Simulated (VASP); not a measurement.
# LiF (Fm-3m) in VASP: single point with r2SCAN

Aim: the single point of LiF with r2SCAN.

Everything below comes from runs of VASP 6.6.1. Logs are shortened: lines on timing, memory, paths and dates and some standing lists are left out, and cuts for length are marked.

### Step 1. The cell of the first run

It takes space group Fm-3m (No. 225, cubic). Conventional cell: a = 4.207 Å, b = 4.207 Å, c = 4.207 Å, α = 90.00°, β = 90.00°, γ = 90.00°. Within 2.8 Å of Li (site symmetry m-3m) lie 6 F at 2.10 Å. Within 2.8 Å of F (site symmetry m-3m) lie 6 Li at 2.10 Å.

### Step 2. Single point, r2SCAN (strain +5.5%)

The input, POSCAR:

```
LiF
1.0
    0.0000000000      2.1035895517      2.1035895517
    2.1035895517      0.0000000000      2.1035895517
    2.1035895517      2.1035895517      0.0000000000
Li F
1 1
Direct
    0.0000000000      0.0000000000      0.0000000000
    0.5000000000      0.5000000000      0.5000000000
```

The input, INCAR.step1:

```
PREC = Accurate
ENCUT = 1490
ISMEAR = 0
SIGMA = 0.01
LREAL = False
LASPH = True
NELM = 120
NBANDS = 12
GGA = PE
ALGO = Normal
EDIFF = 1E-5
LWAVE = True
LCHARG = False
GGA_COMPAT = False
```

The input, INCAR.step2:

```
PREC = Accurate
ENCUT = 1490
EDIFF = 1E-6
ISMEAR = 0
SIGMA = 0.01
LREAL = False
LASPH = True
NELM = 120
ALGO = Normal
ISIF = 2
LWAVE = False
LCHARG = True
METAGGA = R2SCAN
LMIXTAU = True
LELF = True
LVHAR = True
NBANDS = 12
ISTART = 1
GGA_COMPAT = False
```

The input, KPOINTS:

```
regular mesh
0
Gamma
  10 10 10
```

Potentials or basis: VASP PAW PBE potentials, release 64 (Li_sv, F_h).

Launch:

```
$ cat potpaw_PBE.64/Li_sv/POTCAR potpaw_PBE.64/F_h/POTCAR > POTCAR
$ cp INCAR.step1 INCAR
$ mpirun -np 1 vasp_std > vasp.out
$ cp INCAR.step2 INCAR
$ mpirun -np 1 vasp_std > vasp.out
```

OUTCAR:

```text
PREC = Accurate
   ENCUT = 1490
   EDIFF = 1E-6
   ISMEAR = 0
   LREAL = False
   LASPH = True
   NELM = 120
   ISIF = 2
   METAGGA = R2SCAN
   ISTART = 1

 ion  position               nearest neighbor table
   1  0.000  0.000  0.000-
   2  0.500  0.500  0.500-

  LATTYP: Found a face centered cubic cell.
 ALAT       =     4.2071791034

  Lattice vectors:

 A1 = (   0.0000000000,   2.1035895517,   2.1035895517)
 A2 = (   2.1035895517,   0.0000000000,   2.1035895517)
 A3 = (   2.1035895517,   2.1035895517,   0.0000000000)

Analysis of symmetry for initial positions (statically):
=====================================================================
 Subroutine PRICEL returns:
 Original cell was already a primitive cell.

 Routine SETGRP: Setting up the symmetry group for a
 face centered cubic supercell.

 Subroutine GETGRP returns: Found 48 space group operations
 (whereof 48 operations were pure point group operations)
 out of a pool of 48 trial point group operations.

The static configuration has the point symmetry O_h .

Analysis of symmetry for dynamics (positions and initial velocities):
=====================================================================
 Subroutine PRICEL returns:
 Original cell was already a primitive cell.

 Routine SETGRP: Setting up the symmetry group for a
 face centered cubic supercell.

 Subroutine GETGRP returns: Found 48 space group operations
 (whereof 48 operations were pure point group operations)
 out of a pool of 48 trial point group operations.

The dynamic configuration has the point symmetry O_h .

 Subroutine INISYM returns: Found 48 space group operations
 (whereof 48 operations are pure point group operations),
 and found     1 'primitive' translations

----------------------------------------------------------------------------------------

                                     Primitive cell

  volume of cell :      18.6171

  direct lattice vectors                    reciprocal lattice vectors
     0.000000000  2.103589552  2.103589552    -0.237688954  0.237688954  0.237688954
     2.103589552  0.000000000  2.103589552     0.237688954 -0.237688954  0.237688954
     2.103589552  2.103589552  0.000000000     0.237688954  0.237688954 -0.237688954

  length of vectors
     2.974924874  2.974924874  2.974924874     0.411689345  0.411689345  0.411689345

  position of ions in fractional coordinates (direct lattice)
     0.000000000  0.000000000  0.000000000
     0.500000000  0.500000000  0.500000000

  ion indices of the primitive-cell ions
   primitive index   ion index
                 1           1
                 2           2

----------------------------------------------------------------------------------------

 KPOINTS: regular mesh

Automatic generation of k-mesh.
 Grid dimensions read from file:
 generate k-points for:   10   10   10

 Generating k-lattice:

  Cartesian coordinates                     Fractional coordinates (reciprocal lattice)
    -0.023768895  0.023768895  0.023768895     0.100000000  0.000000000  0.000000000
     0.023768895 -0.023768895  0.023768895     0.000000000  0.100000000  0.000000000
     0.023768895  0.023768895 -0.023768895     0.000000000  0.000000000  0.100000000

  Length of vectors
     0.041168934  0.041168934  0.041168934

  Shift w.r.t. Gamma in fractional coordinates (k-lattice)
     0.000000000  0.000000000  0.000000000

 Subroutine IBZKPT returns following result:
 ===========================================

 Found     47 irreducible k-points:

 Following reciprocal coordinates:
            Coordinates               Weight
  0.000000  0.000000  0.000000      1.000000
  0.100000  0.000000  0.000000      8.000000
  0.200000  0.000000  0.000000      8.000000
  0.300000  0.000000  0.000000      8.000000
  0.400000  0.000000  0.000000      8.000000
  0.500000  0.000000  0.000000      4.000000
[... 16 lines left out ...]
  0.300000  0.300000  0.000000      6.000000
  0.400000  0.300000  0.000000     24.000000
 [... further k-points ...]
   k-points           NKPTS =     47   k-points in BZ     NKDIM =     47   number of bands    NBANDS=     12
   number of dos      NEDOS =    301   number of ions     NIONS =      2
   total plane-waves  NPLWV =  64000
   dimension x,y,z NGX =    40 NGY =   40 NGZ =   40
   dimension x,y,z NGXF=    80 NGYF=   80 NGZF=   80
   ions per type =               1   1
   NGX,Y,Z   is equivalent  to a cutoff of  22.35, 22.35, 22.35 a.u.
   NGXF,Y,Z  is equivalent  to a cutoff of  44.71, 44.71, 44.71 a.u.
 SYSTEM =  unknown system
   PREC   = accura    normal or accurate (medium, high low for compatibility)
   ISTART =      1    job   : 0-new  1-cont  2-samecut
   ICHARG =      0    charge: 1-file 2-atom 10-const
   ISPIN  =      1    spin polarized calculation?
   LNONCOLLINEAR =      F non collinear calculations
   LSORBIT =      F    spin-orbit coupling
   LASPH  =      T    aspherical Exc in radial PAW
   ENCUT  = 1490.0 eV 109.51 Ry   10.46 a.u.   9.36  9.36  9.36*2*pi/ulx,y,z
   NELM   =    120;   NELMIN=  2; NELMDL=  0     # of ELM steps
   EDIFF  = 0.1E-05   stopping-criterion for ELM
   LREAL  =      F    real-space projection
   EDIFFG = 0.1E-04   stopping-criterion for IOM
   NSW    =      0    number of steps for IOM
   IBRION =     -1    ionic relax: 0-MD 1-quasi-New 2-CG
   NFREE  =      0    steps in history (QN), initial steepest desc. (CG)
   ISIF   =      2    stress and relaxation
   ISYM   =      2    0-nonsym 1-usesym 2-fastsym
   POTIM  = 0.5000    time-step for ionic-motion
   TEBEG  =    0.0;   TEEND  =   0.0 temperature during run
   PSTRESS=    0.0 pullay stress
   NELECT =      10.0000    total number of electrons
   NUPDOWN=      -1.0000    fix difference up-down
   EMIN   =  10.00;   EMAX   =-10.00  energy-range for DOS
   EFERMI =   0.00;   METHOD = LEGACY
   ISMEAR =     0;   SIGMA  =   0.01  broadening in eV -4-tet -1-fermi 0-gaus
   EFERMI_NEDOS =   21; number of points for ismear=-14 and -15
   IALGO  =     38    algorithm
   IMIX   =      4    mixing-type and parameters
     AMIX     =   0.40;   BMIX     =  1.00
     AMIX_MAG =   1.60;   BMIX_MAG =  1.00
  volume/ion in A,a.u.               =       9.31        62.82
  Fermi-wavevector in a.u.,A,eV,Ry     =   1.330773  2.514795 24.095313  1.770956
  Thomas-Fermi vector in A             =   2.459834
   LORBIT       =      0    0 simple, 1 ext, 2 COOP (PROOUT), +10 PAW based schemes
   METAGGA = R2SCAN    functional components
   LHFCALC =     F    Hartree Fock is set to
   AEXX    =    0.0000 exact exchange contribution
   IVDW    =     0    specifies the selected vdW correction
   LEPSILON=     F    determine dielectric tensor
   LRPA    =     F    only Hartree local field effects (RPA)
 non-spin polarized calculation
 Gauss-broadening in eV      SIGMA  =   0.01
  energy-cutoff  :     1490.00
  volume of cell :       18.62
 maximum number of plane-waves:      2454
 NGX is ok and might be reduce to    40
   NGX = 19   NGY = 19   NGZ = 19

 number of electron      10.0000001 magnetization

 Free energy of the ion-electron system (eV)
  ---------------------------------------------------
  ext. energy  EPLUGINS =         0.00000000
  ---------------------------------------------------
  free energy    TOTEN  =       -11.82233320 eV

  energy without entropy =      -11.82233320  energy(sigma->0) =      -11.82233320

 E-fermi :  -1.7029     XC(G=0):  -9.8670

 val. band max:       -1.9017185019   @ k =   0.0000   0.0000   0.0000
 cond. band min:       7.1777377761   @ k =   0.0000   0.0000   0.0000
 fundamental gap:      9.0794562780
 Fermi energy:        -1.7029421952

 k-point     1 :       0.0000    0.0000    0.0000
  band No.  band energies     occupation
      1     -44.2487      2.00000
      2     -22.6718      2.00000
      3      -1.9017      2.00000
      4      -1.9017      2.00000
      5      -1.9017      2.00000
      6       7.1777      0.00000
      7      22.2888      0.00000
      8      22.2888      0.00000
      9      22.2888      0.00000
     10      22.3312      0.00000
     11      22.3312      0.00000
     12      22.3312      0.00000

 k-point     2 :       0.1000    0.0000    0.0000
  band No.  band energies     occupation
      1     -44.2457      2.00000
      2     -22.6421      2.00000
      3      -2.1441      2.00000
      4      -1.9215      2.00000
      5      -1.9215      2.00000
      6       7.4634      0.00000
      7      19.4848      0.00000
      8      20.9964      0.00000
      9      20.9964      0.00000
     10      23.4137      0.00000
     11      23.4137      0.00000
     12      23.5024      0.00000

 k-point     3 :       0.2000    0.0000    0.0000
  band No.  band energies     occupation
      1     -44.2378      2.00000
      2     -22.5628      2.00000
      3      -2.7266      2.00000
      4      -1.9723      2.00000
      5      -1.9723      2.00000
      6       8.1343      0.00000
      7      17.0412      0.00000
      8      19.6017      0.00000
      9      19.6018      0.00000
     10      24.3672      0.00000
     11      24.6341      0.00000
     12      24.6341      0.00000
[... 286 lines left out ...]
 k-point    23 :       0.3000    0.3000    0.0000
  band No.  band energies     occupation
      1     -44.2220      2.00000
      2     -22.3636      2.00000
      3      -3.4881      2.00000
      4      -2.4482      2.00000
      5      -2.4482      2.00000
      6      10.2712      0.00000
      7      16.2790      0.00000
      8      17.3703      0.00000
      9      18.6278      0.00000
     10      18.6278      0.00000
     11      31.2677      0.00000
     12      32.0453      0.00000

 k-point    24 :       0.4000    0.3000    0.0000
  band No.  band energies     occupation
      1     -44.2161      2.00000
      2     -22.2853      2.00000
      3      -3.8261      2.00000
      4      -2.6210      2.00000
      5      -2.5305      2.00000
      6      11.1211      0.00000
      7      15.1446      0.00000
      8      16.8025      0.00000
      9      18.3865      0.00000
     10      19.3775      0.00000
     11      30.7503      0.00000
     12      32.2785      0.00000

 [... further k-points ...]

------------------------ aborting loop because EDIFF is reached ----------------------------------------

  FORCE on cell =-STRESS in cart. coord.  units (eV):
  Direction    XX          YY          ZZ          XY          YZ          ZX
  --------------------------------------------------------------------------------------
  -------------------------------------------------------------------------------------
  Total       -1.1374336     -1.1374336     -1.1374336      0.0000000      0.0000000      0.0000000
  in kB      -97.8866877    -97.8866877    -97.8866877      0.0000000      0.0000000      0.0000000
  external PRESSURE =     -97.8866877 kB  Pullay stress =       0.0000000 kB

 VOLUME and BASIS-vectors are now :
 -----------------------------------------------------------------------------
  energy-cutoff  :     1490.00
  volume of cell :       18.62
      direct lattice vectors                 reciprocal lattice vectors
     0.000000000  2.103589552  2.103589552    -0.237688954  0.237688954  0.237688954
     2.103589552  0.000000000  2.103589552     0.237688954 -0.237688954  0.237688954
     2.103589552  2.103589552  0.000000000     0.237688954  0.237688954 -0.237688954

 POSITION                                       TOTAL-FORCE (eV/Angst)
 -----------------------------------------------------------------------------------
      0.00000      0.00000      0.00000        -0.000000     -0.000000      0.000000
      2.10359      2.10359      2.10359         0.000000      0.000000     -0.000000
 -----------------------------------------------------------------------------------
    total drift:                                0.000000     -0.000000      0.000000

  FREE ENERGIE OF THE ION-ELECTRON SYSTEM (eV)
  ---------------------------------------------------
  free  energy   TOTEN  =       -11.8223331991 eV

  energy  without entropy=      -11.8223331991  energy(sigma->0) =      -11.82233320
```

Run time: 3 min. Hardware: 1 thread of Intel Xeon Platinum 8175M at 2.50GHz (Skylake/Cascade Lake), shared host; peak memory 0.26 GiB.

Results:

```yaml
Free_energy: -11.8223 eV
Pressure: -9.8 GPa
Band_gap_on_the_k_mesh: 9.08 eV
```

Caveat: the cell differs from its parent crystal (strain +5.5%); the cell stands under tension; the PAW data sets were made with another functional, which shifts forces and pressure a little. A k mesh can miss the band edges.
